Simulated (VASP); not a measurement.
Runs of VASP 6.6.1 on SnO2. The structure is that of space group P4_2/mnm (No. 136), or close to it. The cells are those of the table. 

```tsv
cell	gap on the mesh (eV)	pressure (GPa)	largest force (eV/Å)
a = 4.900, b = 4.900, c = 3.238 Å, 6 atoms	0.42	-3.9	0.07
a = 4.538, b = 4.538, c = 3.238 Å, 6 atoms	1.95	28.4	0.03
a = 4.683, b = 4.683, c = 3.238 Å, 6 atoms	1.26	12.3	0.09
a = 4.755, b = 4.755, c = 3.238 Å, 6 atoms	0.95	6.0	0.08
a = 4.610, b = 4.610, c = 3.238 Å, 6 atoms	1.59	(a)	0.06
a = 5.045, b = 5.045, c = 3.238 Å, 6 atoms	none	-10.9	0.32
a = 4.973, b = 4.973, c = 3.238 Å, 6 atoms	(b)	-7.8	0.19
```

Alike in all rows: task single point; level PBE; potentials or basis VASP PAW PBE potentials, release 64 (Sn_d, O); no spin polarisation; k mesh 6 × 6 × 8; cutoff (eV) 520; smearing gaussian 0.05 eV.

Task: Estimate the missing entries.

Result: (a) 19.7; (b) 0.19.

Caveats: spin-orbit coupling is left out, which moves the levels of the heavy elements; the cell stands under tension (at least some runs); semilocal functionals underestimate gaps, and a narrow one can read as zero (at least some runs); the cell stands under pressure (at least some runs); the stress differs along the axes, from 23 to 31 GPa (at least some runs); the stress differs along the axes, from 16 to 21 GPa (at least some runs).

A k mesh can miss the band edges, and the runs leave out spin-orbit coupling on Sn.

A gap of «none» marks levels without a gap at the run's occupations.
